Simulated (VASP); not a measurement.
# Mg2Zn3O (P-3m1) in VASP: further runs, part 2 of 2

VASP 6.6.1.

## (4) Single point, PBE (volume scaled by 0.97, then relaxed in part)

File INCAR:

```
SYSTEM = Mg2Zn3O
  ALGO = Normal
  EDIFF = 1E-6
  ENCUT = 520
  GGA = PE
  ISIF = 2
  ISMEAR = 0
  LASPH = .True.
  LCHARG = .False.
  LREAL = .False.
  LWAVE = .False.
  NBANDS = 32
  NELM = 100
  PREC = Accurate
  SIGMA = 0.1
```

File KPOINTS:

```
k-points
0
Gamma
  12 12 4
  0 0 0
```

File POSCAR:

```
Mg2Zn3O
1.0
    2.9858142370      0.0000000000      0.0000000000
   -1.4929071185      2.5857909802      0.0000000000
    0.0000000000      0.0000000000     11.0532267142
Mg Zn O
2 3 1
Direct
    0.6666666667      0.3333333333      0.8875131220
    0.3333333333      0.6666666667      0.1124868780
    0.3333333333      0.6666666667      0.6867519274
    0.0000000000      0.0000000000      0.5000000000
    0.6666666667      0.3333333333      0.3132480726
    0.0000000000      0.0000000000      0.0000000000
```

Potentials or basis: VASP PAW PBE potentials, release 64 (Mg, Zn, O).

Started as:

```console
cat potpaw_PBE.64/Mg/POTCAR potpaw_PBE.64/Zn/POTCAR potpaw_PBE.64/O/POTCAR > POTCAR
mpirun -np 1 vasp_std > vasp.out
```

OUTCAR:

```text
SYSTEM = Mg2Zn3O
   EDIFF = 1E-6
   ENCUT = 520
   GGA = PE
   ISIF = 2
   ISMEAR = 0
   LASPH = .True.
   LREAL = .False.
   NELM = 100
   PREC = Accurate

 ion  position               nearest neighbor table
   1  0.667  0.333  0.888-   6 2.13   6 2.13   6 2.13   3 2.81   3 2.81   3 2.81   2 3.03   2 3.03
                             2 3.03
   2  0.333  0.667  0.112-   6 2.13   6 2.13   6 2.13   5 2.81   5 2.81   5 2.81   1 3.03   1 3.03
                             1 3.03
   3  0.333  0.667  0.687-   4 2.69   4 2.69   4 2.69   1 2.81   1 2.81   1 2.81
   4  0.000  0.000  0.500-   3 2.69   5 2.69   3 2.69   5 2.69   5 2.69   3 2.69
   5  0.667  0.333  0.313-   4 2.69   4 2.69   4 2.69   2 2.81   2 2.81   2 2.81
   6  0.000  0.000  0.000-   1 2.13   2 2.13   2 2.13   1 2.13   1 2.13   2 2.13

  LATTYP: Found a hexagonal cell.
 ALAT       =     2.9858142370
 C/A-ratio  =     3.7019137283

  Lattice vectors:

 A1 = (   2.9858142370,   0.0000000000,   0.0000000000)
 A2 = (  -1.4929071185,   2.5857909802,   0.0000000000)
 A3 = (   0.0000000000,   0.0000000000,  11.0532267142)

Analysis of symmetry for initial positions (statically):
=====================================================================
 Subroutine PRICEL returns:
 Original cell was already a primitive cell.

 Routine SETGRP: Setting up the symmetry group for a
 hexagonal supercell.

 Subroutine GETGRP returns: Found 12 space group operations
 (whereof 12 operations were pure point group operations)
 out of a pool of 24 trial point group operations.

The static configuration has the point symmetry D_3d.

Analysis of symmetry for dynamics (positions and initial velocities):
=====================================================================
 Subroutine PRICEL returns:
 Original cell was already a primitive cell.

 Routine SETGRP: Setting up the symmetry group for a
 hexagonal supercell.

 Subroutine GETGRP returns: Found 12 space group operations
 (whereof 12 operations were pure point group operations)
 out of a pool of 24 trial point group operations.

The dynamic configuration has the point symmetry D_3d.
[... 131 lines left out ...]
   LORBIT       =      0    0 simple, 1 ext, 2 COOP (PROOUT), +10 PAW based schemes
   GGA     = PE    functional components
   LHFCALC =     F    Hartree Fock is set to
   AEXX    =    0.0000 exact exchange contribution
   IVDW    =     0    specifies the selected vdW correction
   LEPSILON=     F    determine dielectric tensor
   LRPA    =     F    only Hartree local field effects (RPA)
 non-spin polarized calculation
 Gauss-broadening in eV      SIGMA  =   0.10
  energy-cutoff  :      520.00
  volume of cell :       85.34
 maximum number of plane-waves:      2357
 NGX is ok and might be reduce to    24
   NGX = 11   NGY = 11   NGZ = 41

 number of electron      45.9999974 magnetization

 Free energy of the ion-electron system (eV)
  ---------------------------------------------------
  ext. energy  EPLUGINS =         0.00000000
  ---------------------------------------------------
  free energy    TOTEN  =       -16.12741670 eV

  energy without entropy =      -16.11982087  energy(sigma->0) =      -16.12361878

 E-fermi :   3.8986     XC(G=0): -10.7769

 val. band max:        3.8956277745   @ k =  -0.0833   0.4167   0.2500
 cond. band min:       3.9128002222   @ k =   0.3333   0.3333   0.5000
 fundamental gap:      0.0171724477
 Fermi energy:         3.8985918807

 k-point     1 :       0.0000    0.0000    0.0000
  band No.  band energies     occupation
      1     -16.5307      2.00000
      2      -5.5327      2.00000
      3      -4.6462      2.00000
      4      -4.1092      2.00000
      5      -3.7856      2.00000
      6      -3.6951      2.00000
[... 829 lines left out ...]
     31      13.5615      0.00000
     32      14.3972      0.00000

 [... further k-points ...]

------------------------ aborting loop because EDIFF is reached ----------------------------------------

  FORCE on cell =-STRESS in cart. coord.  units (eV):
  Direction    XX          YY          ZZ          XY          YZ          ZX
  --------------------------------------------------------------------------------------
  -------------------------------------------------------------------------------------
  Total        1.1677732      1.1677732      1.1852955      0.0000000      0.0000000      0.0000000
  in kB       21.9242030     21.9242030     22.2531733      0.0000000      0.0000000      0.0000000
  external PRESSURE =      22.0338598 kB  Pullay stress =       0.0000000 kB

 VOLUME and BASIS-vectors are now :
 -----------------------------------------------------------------------------
  energy-cutoff  :      520.00
  volume of cell :       85.34
      direct lattice vectors                 reciprocal lattice vectors
     2.985814237  0.000000000  0.000000000     0.334917018  0.193364430  0.000000000
    -1.492907119  2.585790980  0.000000000     0.000000000  0.386728861  0.000000000
     0.000000000  0.000000000 11.053226714     0.000000000  0.000000000  0.090471319

 POSITION                                       TOTAL-FORCE (eV/Angst)
 -----------------------------------------------------------------------------------
      1.49291      0.86193      9.80988        -0.000000      0.000000      0.021376
     -0.00000      1.72386      1.24334         0.000000     -0.000000     -0.021376
     -0.00000      1.72386      7.59082         0.000000     -0.000000      0.018344
      0.00000      0.00000      5.52661        -0.000000      0.000000     -0.000000
      1.49291      0.86193      3.46240        -0.000000      0.000000     -0.018344
      0.00000      0.00000      0.00000        -0.000000      0.000000     -0.000000
 -----------------------------------------------------------------------------------
    total drift:                               -0.000000      0.000000      0.000000

  FREE ENERGIE OF THE ION-ELECTRON SYSTEM (eV)
  ---------------------------------------------------
  free  energy   TOTEN  =       -16.1274166997 eV

  energy  without entropy=      -16.1198208697  energy(sigma->0) =      -16.12361878
```

stdout:

```text
POSCAR found type information on POSCAR MgZnO
 POSCAR found :  3 types and       6 ions
 scaLAPACK will be used
 LDA part: xc-table for (Slater+PW92), standard interpolation
 POSCAR, INCAR and KPOINTS ok, starting setup
 FFT: planning ... GRIDC
 FFT: planning ... GRID_SOFT
 FFT: planning ... GRID
 WAVECAR not read
 entering main loop
```

It took 79 s on 1 thread of Intel Xeon 6975P-C (Granite Rapids), shared host; peak memory 0.32 GiB.

What came out:

* Free energy: -16.1274 eV
* Pressure: 2.2 GPa
* Largest force: 0.021 eV/Å
* Band gap on the k mesh: zero (band 23 reaches 4.83 eV, above the bottom of band 24 at 3.08 eV)

Forces in eV/Å, atoms in the order of the input:
```
Mg   0.000  0.000  0.021
Mg   0.000  0.000 -0.021
Zn   0.000  0.000  0.018
Zn   0.000  0.000  0.000
Zn   0.000  0.000 -0.018
O    0.000  0.000  0.000
```

## (5) Summary

```csv
task,cell,k mesh,cutoff (eV),smearing,gap on the mesh (eV),pressure (GPa),largest force (eV/Å)
single point,"a = 3.030, b = 3.030, c = 11.094 Å, angles 90.0, 90.0, 120.0°, 6 atoms",6 × 6 × 2,520,gaussian 0.2 eV,none,0.1,0.02
relaxation of cell and atoms,"relaxed from a = 2.900, b = 2.900, c = 11.400 Å, angles 90.0, 90.0, 120.0°, 6 atoms",6 × 6 × 2,600,gaussian 0.2 eV,none,0.1,0.01
single point,"a = 2.986, b = 2.986, c = 11.053 Å, angles 90.0, 90.0, 120.0°, 6 atoms",12 × 12 × 4,520,gaussian 0.1 eV,none,2.2,0.02
```

Alike in all rows: level PBE; potentials or basis VASP PAW PBE potentials, release 64 (Mg, Zn, O); no spin polarisation.

Caveats: some runs use coarse meshes; the relaxation stopped at a loose force limit of 0.08 eV/Å, so its end isn't a converged minimum (some runs).

Total energies depend on the potentials used, so only differences within one code and one set of settings carry meaning.
